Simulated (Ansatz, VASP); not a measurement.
Ti in VASP and in Ansatz

INCAR

```
SYSTEM = Ti
  PREC = Accurate
  ENCUT = 600
  EDIFF = 1E-6
  ISMEAR = -1
  SIGMA = 0.1
  LREAL = .FALSE.
  LASPH = .TRUE.
  NELM = 100
  ALGO = Normal
  ISIF = 3
  LWAVE = .FALSE.
  LCHARG = .FALSE.
  GGA = PS
  IBRION = 2
  NSW = 80
  EDIFFG = -0.01
```

The input KPOINTS:

```
regular mesh
0
G
  13 13 13
  0 0 0
```

Contents of POSCAR:

```
Ti
1.0
   -1.6404466475      1.6404466475      1.6404466475
    1.6404466475     -1.6404466475      1.6404466475
    1.6404466475      1.6404466475     -1.6404466475
Ti
1
Direct
    0.0000000000      0.0000000000      0.0000000000
```

Input for Ansatz:

```yaml
crystal:
  lattice:
    - [-1.6404466475, 1.6404466475, 1.6404466475]
    - [1.6404466475, -1.6404466475, 1.6404466475]
    - [1.6404466475, 1.6404466475, -1.6404466475]
  atoms:
    - { symbol: Ti, position: [0.0, 0.0, 0.0] }
hamiltonian:
  xc: pbesol
  pseudopotentials:
    kind: paw
    azcp:
      Ti: "pseudopotentials/Ti.paw.azcp"
basis:
  ecutwfc: 420
  fft_grid_basis: typed
kpoints:
  mp_grid: { grid: [13, 13, 13], shift: [0, 0, 0] }
magnetization:
  spin_polarized: false
scf:
  occupations: { method: fermi_dirac, width: 0.1 }
relax:
  max_steps: 60
  f_tol: 0.01
  cell: {}
```

Alike in both runs: task relaxation of cell and atoms; functional PBEsol; k mesh 13 × 13 × 13; occupations fermi-dirac, width 0.1 eV; no spin polarisation.

```csv
,VASP,Ansatz
version,VASP 6.6.1,Ansatz 0.2.0
potentials or method,"VASP PAW PBE potentials, release 64 (Ti_sv), cutoff 600 eV","plane waves (420 eV) with PAW, scalar-relativistic"
valence electrons in the cell,12,12
```

```csv
,VASP,Ansatz,Ansatz less VASP
relaxed volume (Å³/atom),16.56,16.60,+0.043
relaxed cell length with the largest relative difference (Å),2.781,2.783,+0.0024
```

VASP's potentials were made for PBE, not for PBEsol, and Ansatz warns of the same on its side.
